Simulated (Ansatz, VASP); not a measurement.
## One calculation of Cd2Se5, two programs

```xyz
7
Lattice="0.0000 5.8595 5.8595 5.8595 0.0000 5.8595 5.8595 5.8595 0.0000" Properties=species:S:1:pos:R:3 pbc="T T T"
Cd    8.7893    8.7893    8.7893
Cd    0.0000    0.0000    0.0000
Se   10.2529   10.2529   10.2529
Se    7.3257    7.3257   10.2529
Se    7.3257   10.2529    7.3257
Se   10.2529    7.3257    7.3257
Se    5.8595    5.8595    5.8595
```

Alike in both runs: functional PBE; k mesh 3 × 3 × 3; occupations gaussian, width 0.2 eV; no spin polarisation.

Ansatz relaxed the structure, and its values are those at the end. VASP's run is a single point on that final structure, the one shown.

```csv
,VASP,Ansatz
version,VASP 6.6.1,Ansatz 0.2.0
potentials or method,"VASP PAW PBE potentials, release 64 (Cd, Se), cutoff 500 eV","scalar-relativistic, plane waves, PAW"
valence electrons in the cell,54,120
```

|  | VASP | Ansatz | Ansatz less VASP |
| --- | --- | --- | --- |
| gap on the k mesh at the Fermi level (eV) | none | none | - |
| pressure (GPa) | 0.8 | 0.6 | -0.12 |

A gap of «none» marks a metal or a gap that the smearing closes. The functional is the same, so the differences come from potentials, cutoffs and numerics. VASP's potentials hold 54 valence electrons a cell and Ansatz's 120, so a difference there can come from the potentials and not from the codes.
